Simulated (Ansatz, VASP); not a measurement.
KCl in VASP and in Ansatz

File INCAR:

```
ALGO = Normal
EDIFF = 1E-6
ENCUT = 500
GGA = CA
GGA_COMPAT = False
ISIF = 2
ISMEAR = -1
LASPH = True
LCHARG = False
LREAL = False
LWAVE = False
NBANDS = 15
NELM = 120
PREC = Accurate
SIGMA = 0.05
```

KPOINTS

```
k-points
0
Gamma
  7 7 7
```

The input POSCAR:

```
KCl
1.0
    3.9144934694      0.0000000000      0.0000000000
    0.0000000000      3.9144934694      0.0000000000
    0.0000000000      0.0000000000      3.9144934694
K Cl
1 1
Direct
    0.0000000000      0.0000000000      0.0000000000
    0.5000000000      0.5000000000      0.5000000000
```

input.yaml

```yaml
crystal:
  lattice:
    - [3.9144934694, 0.0, 0.0]
    - [0.0, 3.9144934694, 0.0]
    - [0.0, 0.0, 3.9144934694]
  atoms:
    - { symbol: K, position: [0.0, 0.0, 0.0] }
    - { symbol: Cl, position: [0.5, 0.5, 0.5] }
hamiltonian:
  xc: lda
  pseudopotentials: { kind: paw }
kpoints:
  mp_grid: { grid: [7, 7, 7] }
scf:
  occupations: { method: fermi_dirac, width: 0.05 }
output:
  forces: true
  stress: true
  eigenvalues: true
```

Alike in both runs: task single point; functional LDA; k mesh 7 × 7 × 7; occupations fermi-dirac, width 0.05 eV; no spin polarisation.

|  | VASP | Ansatz |
| --- | --- | --- |
| version | VASP 6.6.1 | Ansatz 0.2.0 |
| potentials or method | VASP PAW LDA potentials, release 64 (K_sv, Cl) | Ansatz PAW |
| plane-wave cutoff (eV) | 500 | 420 |
| valence electrons in the cell | 16 | 16 |

Ansatz gave:

```
gap on the k mesh at the Fermi level (eV) : 4.16
least direct gap on the mesh (eV)         : 4.34
pressure (GPa)                            : -3.7
```

Task: Which values does VASP return?

Result: gap on the k mesh at the Fermi level (eV): 4.17; least direct gap on the mesh (eV): 4.35; pressure (GPa): -3.7.

LDA's correlation is that of Perdew and Zunger in VASP and of Perdew and Wang (1992) in Ansatz.

Noted on Ansatz's run: odd divisions of the mesh miss points on the zone boundary, where band edges often lie, so the gap on the mesh can be too wide.
